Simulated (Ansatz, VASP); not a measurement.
**Two plane-wave programs on TiTe2**

```
Ti Te
1.0
     0.00000    3.44286    3.44286
     3.44286    0.00000    3.44286
     3.44286    3.44286    0.00000
Ti Te
1 2
Direct
  0.00000 0.00000 0.00000
  0.25000 0.25000 0.25000
  0.75000 0.75000 0.75000
```

Alike in both runs: task single point; functional PBE; k mesh 10 × 10 × 10; no spin polarisation.

|  | VASP | Ansatz |
| --- | --- | --- |
| version | VASP 6.6.1 | Ansatz 0.2.0 |
| potentials or method | VASP PAW PBE potentials, release 64 (Ti_sv, Te), cutoff 500 eV | scalar-relativistic, plane waves, PAW |
| occupations | tetrahedron | tetrahedron-uncorrected |
| valence electrons in the cell | 24 | 44 |

Ansatz gave:

```
gap on the k mesh at the Fermi level (eV) : none
pressure (GPa)                            : 0.0
```

Task: Which values does VASP return?

Result: gap on the k mesh at the Fermi level (eV): none; pressure (GPa): 0.1.

A gap of «none» marks a metal or a gap that the smearing closes. VASP's potentials hold 24 valence electrons a cell and Ansatz's 44, so a difference there can come from the potentials and not from the codes. Ansatz's warnings: band table not solved further.

Neither program's run includes spin-orbit coupling.
